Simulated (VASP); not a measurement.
# Mg8HO8 (a cell with a defect): single point with PBE

The system is Mg8HO8 (a cell with a defect).

```
CELL_PARAMETERS angstrom
0.00000 4.20520 4.20520
4.20520 0.00000 4.20520
4.20520 4.20520 0.00000
ATOMIC_POSITIONS crystal
Mg 0.00276 0.00070 0.99513
Mg 0.00276 0.00070 0.50114
Mg 0.00093 0.49931 0.99975
Mg 0.00276 0.49468 0.50115
Mg 0.50134 0.99894 0.99973
Mg 0.49683 0.00068 0.50112
Mg 0.50134 0.49930 0.99974
Mg 0.50134 0.49930 0.49937
O 0.25102 0.24898 0.25033
O 0.25102 0.24898 0.74942
O 0.26789 0.74367 0.24410
O 0.25102 0.74989 0.74942
O 0.74570 0.26582 0.24411
O 0.75192 0.24898 0.74942
O 0.74569 0.74368 0.24411
O 0.74570 0.74368 0.76626
H 0.87639 0.87413 0.37460
```

```
Program             : VASP 6.6.1
Task                : single point
Functional          : PBE
Potentials or basis : VASP PAW PBE potentials, release 64 (Mg, O, H)
Cutoff              : 520 eV
k mesh              : 2 × 2 × 2
Occupations         : gaussian, width 0.05 eV
Spin                : collinear spin
Starting moments    : [0.0, 0.0, 0.0, 0.0, 0.0, 0.0, 0.0, 0.0, 0.0, 0.0, 0.09, 0.0, 0.09, 0.0, 0.09, 0.09, 0.32] μB
```

| Quantity | Value |
| --- | --- |
| Pressure | 11.1 GPa |
| Largest force | 0.018 eV/Å |
| Net moment | 0.75 μB per cell |
| Site moments | Mg +0.00; O -0.00, +0.08 (each value once); H +0.22 μB |
| Valence electrons inside the program's atomic spheres | Mg 0.41, 0.43 (each value once); O 5.11, 5.10 (each value once); H 0.57 |

Forces in eV/Å, atoms in the order of the input:
```
Mg   0.009  0.010 -0.010
Mg  -0.010 -0.010 -0.010
Mg   0.003 -0.004 -0.004
Mg   0.010 -0.010  0.009
Mg  -0.004  0.004 -0.004
Mg  -0.009  0.009  0.010
Mg   0.004  0.004  0.004
Mg  -0.004 -0.004  0.004
O   -0.011 -0.010  0.011
O    0.010  0.010  0.011
O    0.002 -0.002 -0.004
O   -0.011  0.011 -0.010
O   -0.002  0.003 -0.006
O    0.009 -0.010 -0.010
O    0.003  0.003  0.004
O   -0.003 -0.004  0.004
H    0.002 -0.001 -0.001
```

Levels at points of the mesh, in eV from the Fermi level:
Spin up:
| k point | band 30 | band 31 | band 32 | band 33 | band 34 | band 35 | band 36 | band 37 |
| --- | --- | --- | --- | --- | --- | --- | --- | --- |
| (0.00, 0.00, 0.00) | -3.21 | -3.21 | -3.21 | -1.63 | 2.09 | 4.71 | 4.71 | 4.71 |
| (0.50, 0.00, 0.00) | -3.57 | -3.53 | -3.53 | -0.39 | 3.91 | 4.56 | 6.36 | 6.36 |
| (0.00, 0.50, 0.00) | -3.57 | -3.53 | -3.53 | -0.39 | 3.91 | 4.56 | 6.36 | 6.36 |
| (0.00, 0.00, 0.50) | -3.57 | -3.53 | -3.53 | -0.39 | 3.91 | 4.56 | 6.36 | 6.36 |
| (0.50, 0.50, 0.50) | -3.57 | -3.53 | -3.53 | -0.39 | 3.91 | 4.56 | 6.36 | 6.36 |
| (0.50, 0.50, 0.00) | -3.86 | -3.86 | -3.78 | -0.02 | 4.88 | 5.24 | 6.24 | 6.24 |
| (0.00, 0.50, 0.50) | -3.86 | -3.86 | -3.78 | -0.02 | 4.88 | 5.24 | 6.24 | 6.24 |
| (0.50, 0.00, 0.50) | -3.86 | -3.86 | -3.78 | -0.02 | 4.88 | 5.24 | 6.24 | 6.24 |
Spin down:
```csv
k point,band 29,band 30,band 31,band 32,band 33,band 34,band 35,band 36
"(0.00, 0.00, 0.00)",-3.79,-3.12,-3.12,-3.12,-0.55,2.20,4.73,4.73
"(0.50, 0.00, 0.00)",-3.54,-3.54,-3.40,-3.40,0.68,3.94,4.62,6.40
"(0.00, 0.50, 0.00)",-3.54,-3.54,-3.40,-3.40,0.68,3.94,4.63,6.40
"(0.00, 0.00, 0.50)",-3.54,-3.54,-3.40,-3.40,0.68,3.94,4.63,6.40
"(0.50, 0.50, 0.50)",-3.54,-3.54,-3.40,-3.40,0.68,3.94,4.63,6.40
"(0.50, 0.50, 0.00)",-3.87,-3.75,-3.69,-3.69,1.08,4.92,5.28,6.28
"(0.00, 0.50, 0.50)",-3.87,-3.75,-3.69,-3.69,1.08,4.92,5.28,6.28
"(0.50, 0.00, 0.50)",-3.87,-3.75,-3.69,-3.69,1.08,4.92,5.28,6.28
```

Run time: 3.1 min on 1 thread of Intel(R) Xeon(R) 6975P-C (Granite Rapids), with other jobs on the host, peak memory 0.43 GiB.

Caveat: the k points lie up to 0.65 Å⁻¹ apart.
